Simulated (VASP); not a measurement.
Crystal: Be.

```
Be
1.0
     2.26478    0.00000    0.00000
    -1.13239    1.96136    0.00000
     0.00000    0.00000    3.57410
Be
2
Direct
  0.33333 0.66667 0.75000
  0.66667 0.33333 0.25000
```

Base run:

* Program: VASP 6.6.1
* Functional: PBE
* Potentials or basis: VASP PAW PBE potentials, release 64 (Be)
* Cutoff: 520 eV
* k mesh: 12 × 12 × 6
* Occupations: gaussian, width 0.1 eV
* Spin: no spin polarisation

Its results: band gap on the k mesh zero (band 2 reaches 7.80 eV, above the bottom of band 3 at 5.91 eV); pressure -0.4 GPa.

Q: After a change of settings the same cell gave: band gap on the k mesh zero (band 2 reaches 7.69 eV, above the bottom of band 3 at 7.08 eV); pressure 14.2 GPa. Which change was it?
A. k mesh from 12 × 12 × 6 to 3 × 3 × 2; dispersion from none to D3(BJ)
B. occupations from gaussian, width 0.1 eV to fermi-dirac, width 0.1 eV
C. k mesh from 12 × 12 × 6 to 7 × 9 × 1; further incar settings from ALGO = Normal; EDIFF = 1e-06; NBANDS = 9 to ALGO = Normal; EDIFF = 1e-07; NBANDS = 9; ISYM = 0

A: C.

Caveats: some runs use coarse meshes.
